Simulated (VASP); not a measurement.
# Rh: single point with r2SCAN

Crystal: Rh.

```
Rh
1.0
     0.00000    1.90081    1.90081
     1.90081    0.00000    1.90081
     1.90081    1.90081    0.00000
Rh
1
Direct
  0.00000 0.00000 0.00000
```

| Quantity | Value |
| --- | --- |
| Program | VASP 6.6.1 |
| Task | single point |
| Functional | r2SCAN |
| Potentials or basis | VASP PAW PBE potentials, release 64 (Rh_pv) |
| Cutoff | 520 eV |
| k mesh | 14 × 14 × 14 |
| Occupations | fermi-dirac, width 1 eV |
| Spin | no spin polarisation |

```yaml
Pressure: 26.1 GPa
```

Levels at points of the mesh, in eV from the Fermi level:
| k point | band 4 | band 5 | band 6 | band 7 | band 8 | band 9 | band 10 | band 11 | band 12 | band 13 |
| --- | --- | --- | --- | --- | --- | --- | --- | --- | --- | --- |
| (0.00, 0.00, 0.00) | -8.53 | -3.43 | -3.43 | -3.43 | -1.29 | -1.29 | 16.34 | 17.23 | 22.10 | 22.10 |
| (0.50, 0.00, 0.00) | -6.63 | -3.54 | -3.54 | 0.36 | 0.36 | 0.54 | 8.83 | 15.85 | 17.23 | 21.99 |
| (0.50, 0.50, 0.00) | -6.86 | -6.46 | 0.30 | 0.81 | 0.81 | 3.18 | 12.58 | 13.69 | 13.69 | 17.23 |

Wall time 30 s on 1 thread of Intel(R) Xeon(R) Platinum 8559C (Emerald Rapids), on a shared host, peak memory 0.14 GiB.

Caveat: the PAW data sets were made with another functional, which shifts forces and pressure a little.
